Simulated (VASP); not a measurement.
A run of VASP 6.6.1 is set up as follows.

Contents of INCAR:

```
SYSTEM = YF4
PREC = Accurate
ENCUT = 600
EDIFF = 1E-6
ISMEAR = 0
SIGMA = 0.1
LREAL = .FALSE.
LASPH = .TRUE.
NELM = 120
ALGO = Normal
ISIF = 2
LWAVE = .FALSE.
LCHARG = .FALSE.
GGA = PE
NBANDS = 28
GGA_COMPAT = .FALSE.
```

File KPOINTS:

```
regular mesh
0
G
  4 4 4
  0 0 0
```

POSCAR

```
YF4
1.0
    0.0000000000      3.2535817000      3.2535817000
    3.2535817000      0.0000000000      3.2535817000
    3.2535817000      3.2535817000      0.0000000000
Y F
1 4
Direct
    0.7500000000      0.7500000000      0.7500000000
    0.5778962500      0.5778962500      0.5778962500
    0.5778962500      0.5778962500      0.2663112600
    0.5778962500      0.2663112600      0.5778962500
    0.2663112600      0.5778962500      0.5778962500
```

Potentials or basis: VASP PAW PBE potentials, release 64 (Y_sv, F).

The run is started by

```bash
$ cat potpaw_PBE.64/Y_sv/POTCAR potpaw_PBE.64/F/POTCAR > POTCAR
$ mpirun -np 1 vasp_std > vasp.out
```

(1) Estimate the largest force.

(2) Estimate the band gap on the k mesh.

(3) Predict the pressure.

Answers

(1) 43.423 eV/Å.

(2) zero (an odd number of electrons rules out a gap without spin polarisation).

(3) 148.6 GPa.

Caveat: the k points lie up to 0.42 Å⁻¹ apart, too coarse for converged energies and pressures of a metal; an odd number of electrons without spin polarisation forces a metal; a magnetic or distorted state may lie lower.
